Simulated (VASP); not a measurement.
The system is SrPrI.

```
Sr Pr I
1.0
     5.54384    0.00000    0.00000
     0.00000    5.54384    0.00000
     0.00000    0.00000    8.03551
Sr Pr I
2 2 2
Direct
  0.00000 0.50000 0.75800
  0.50000 0.00000 0.24200
  0.00000 0.00000 0.50000
  0.50000 0.50000 0.50000
  0.00000 0.00000 0.00000
  0.50000 0.50000 0.00000
```

The cell was generated, and may not be a known phase.

- Program: VASP 6.6.1
- Task: relaxation of cell and atoms
- Functional: PBE
- Potentials or basis: VASP PAW PBE potentials, release 64 (Sr_sv, Pr_3, I), 4f in core
- Cutoff: 500 eV
- k mesh: 4 × 4 × 2
- Occupations: gaussian, width 0.1 eV
- Spin: no spin polarisation

At the start: pressure 1.7 GPa; volume 41.16 Å³/atom.

Problem. Where does the relaxation end?

Solution. Over 22 steps the energy falls by 270.1 meV/atom and the volume is 48.91 Å³/atom (+18.8 %); space group P4/nmm (No. 129, to 0.1 Å) before and after.

The path:
| step | energy change (eV) | largest force (eV/Å) | pressure (GPa) | volume (Å³) |
| --- | --- | --- | --- | --- |
| 1 | 0.0000 | 1.4675 | 1.73 | 246.96 |
| 2 | -0.3302 | 1.3215 | 0.81 | 263.21 |
| 3 | -0.6751 | 0.9028 | -0.89 | 303.09 |
| 4 | -0.8870 | 0.6319 | -0.64 | 296.60 |
| 5 | -1.0638 | 0.0112 | 0.12 | 285.38 |
| 6 | -1.0643 | 0.0564 | 0.18 | 284.70 |
| 7 | -1.1118 | 0.1779 | 0.15 | 287.84 |
| 8 | -1.2413 | 0.5765 | 0.04 | 296.12 |
| 9 | -1.1975 | 1.3043 | 0.19 | 307.82 |
| 10 | -1.2712 | 0.9484 | -0.01 | 302.07 |
| 11 | -1.2987 | 0.9532 | -0.08 | 303.62 |
| 12 | -1.3631 | 0.9352 | -0.23 | 307.85 |
| 13 | -1.3794 | 0.7608 | -0.35 | 314.53 |
| 14 | -1.3944 | 0.8671 | -0.31 | 311.28 |
| 15 | -1.4422 | 0.7840 | -0.27 | 308.68 |
| 16 | -1.5527 | 0.5146 | -0.09 | 300.94 |
| 17 | -1.6032 | 0.1161 | 0.44 | 285.86 |
| 18 | -1.6143 | 0.0979 | 0.24 | 290.53 |
| 19 | -1.6144 | 0.0798 | 0.26 | 290.12 |
| 20 | -1.6196 | 0.0189 | -0.09 | 294.54 |
| 21 | -1.6197 | 0.0074 | -0.05 | 294.00 |
| 22 | -1.6206 | 0.0059 | -0.03 | 293.44 |

Final structure:
```
CELL_PARAMETERS angstrom
5.26062 0.00000 0.00000
0.00000 5.26062 0.00000
0.00000 0.00000 10.60337
ATOMIC_POSITIONS crystal
Sr 0.00000 0.50000 0.80970
Sr 0.50000 0.00000 0.19030
Pr 0.00000 0.00000 0.50000
Pr 0.50000 0.50000 0.50000
I 0.00000 0.00000 0.00000
I 0.50000 0.50000 0.00000
```

Caveat: the k points lie up to 0.30 Å⁻¹ apart in the final cell; the volume moved by over 15 % at a fixed basis, so the end points are rough; the run has no spin polarisation, though such a crystal can be magnetic.
